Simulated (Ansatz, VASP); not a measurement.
## Two plane-wave programs on BeTe

The input INCAR:

```
SYSTEM = BeTe
PREC = Accurate ; ENCUT = 600
EDIFF = 1E-6 ; ISMEAR = 0
SIGMA = 0.01 ; LREAL = .FALSE.
LASPH = .TRUE. ; NELM = 120
ALGO = Normal ; ISIF = 2
LWAVE = .FALSE. ; LCHARG = .FALSE.
GGA = PS ; NBANDS = 11
GGA_COMPAT = .FALSE.
```

KPOINTS

```
Automatic mesh
0
G
  8 8 8
  0 0 0
```

POSCAR

```
BeTe
1.0
    0.0000000000      2.8027859738      2.7887720440
    2.8027859738      0.0000000000      2.7887720440
    2.8027859738      2.8027859738      0.0000000000
Be Te
1 1
Direct
    0.0000000000      0.0000000000      0.0000000000
    0.7500000000      0.7500000000      0.7500000000
```

Input for Ansatz:

```yaml
crystal:
  lattice:
    - [0.0, 2.80278597383, 2.78877204396]
    - [2.80278597383, 0.0, 2.78877204396]
    - [2.80278597383, 2.80278597383, 0.0]
  atoms:
    - { symbol: Be, position: [0.0, 0.0, 0.0] }
    - { symbol: Te, position: [0.75, 0.75, 0.75] }
kpoints:
  mp_grid: { grid: [8, 8, 8] }
scf:
  occupations: { method: fixed }
  convergence: { dr2_threshold: 1.0e-10 }
hamiltonian:
  xc: pbesol
  pseudopotentials: { kind: paw }
output:
  forces: true
  stress: true
  eigenstates:
    kpoints:
      - [0.0, 0.0, 0.0]
      - [0.0, -0.5, -0.5]
      - [-0.5, 0.0, -0.5]
      - [-0.5, -0.5, 0.0]
      - [0.0, 0.5, 0.0]
      - [0.5, 0.0, 0.0]
      - [0.0, 0.0, 0.5]
      - [0.5, 0.5, 0.5]
  eigenvalues: true
```

Change from the starting cell: z stretched by -0.5 %, x and y held, PAW files.

Alike in both runs: task single point; functional PBEsol; k mesh 8 × 8 × 8; no spin polarisation.

|  | VASP | Ansatz |
| --- | --- | --- |
| version | VASP 6.6.1 | Ansatz 0.2.0 |
| potentials or method | VASP PAW PBE potentials, release 64 (Be, Te) | PAW with Ansatz's default frozen-core files, scalar-relativistic |
| plane-wave cutoff (eV) | 600 | 420 |
| occupations | gaussian, width 0.01 eV | fixed |
| valence electrons in the cell | 8 | 18 |

Ansatz gave:

```
gap on the k mesh at the Fermi level (eV)                     : 1.78
pressure (GPa)                                                : 0.3
traceless stress, the component that is largest in VASP (GPa) : 0.20
```

**Question.** Which values does VASP return?

**Answer.** gap on the k mesh at the Fermi level (eV): 1.76; pressure (GPa): 0.5; traceless stress, the component that is largest in VASP (GPa): 0.20.

VASP's potentials were made for PBE, not for PBEsol. VASP's potentials hold 8 valence electrons a cell and Ansatz's 18, so a difference there can come from the potentials and not from the codes.

Neither program's run includes spin-orbit coupling.
